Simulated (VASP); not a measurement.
ZnO: single point with PBE

Crystal: ZnO.

```
Zn O
1.0
     3.28189    0.00000    0.00000
    -1.64095    2.84220    0.00000
     0.00000    0.00000    5.20380
Zn O
2 2
Direct
  0.33333 0.66667 0.00000
  0.66667 0.33333 0.50000
  0.33333 0.66667 0.38210
  0.66667 0.33333 0.88210
```

This cell differs from its parent crystal: equal xx and yy strain of +1 %.

| Property | Result |
| --- | --- |
| Program | VASP 6.6.1 |
| Task | single point |
| Functional | PBE |
| Potentials or basis | VASP PAW PBE potentials, release 64 (Zn, O) |
| Cutoff | 520 eV |
| k mesh | 11 × 11 × 6 |
| Occupations | fermi-dirac, width 0.02 eV |
| Spin | no spin polarisation |
| Dipole correction | no |
| Further INCAR settings | ALGO = Normal; EDIFF = 1e-07; NBANDS = 26 |

The pressure is 3.0 GPa. The largest force is 0.055 eV/Å and the band gap on the k mesh is 0.77 eV.

Forces in eV/Å, atoms in the order of the input:
```
Zn   0.000  0.000 -0.055
Zn   0.000  0.000 -0.055
O    0.000  0.000  0.055
O    0.000  0.000  0.055
```

Stress tensor (GPa, compression positive):
```
2.16 0.00 0.00
0.00 2.16 0.00
0.00 0.00 4.68
```

Levels at points of the mesh, in eV from the valence-band top:
```
           k point  band 15  band 16  band 17  band 18  band 19  band 20  band 21  band 22
(0.00, 0.00, 0.00)    -0.79    -0.06     0.00     0.00     0.77     5.10     8.28    12.66
(0.00, 0.00, 0.50)    -0.39    -0.39    -0.39    -0.39     3.43     3.43    10.10    10.10
```

Run time: 97 s on 1 thread of Intel Xeon 8259CL, with other jobs on the host, peak memory 0.2 GiB.

Caveat: the cell differs from its parent crystal (equal xx and yy strain of +1 %).
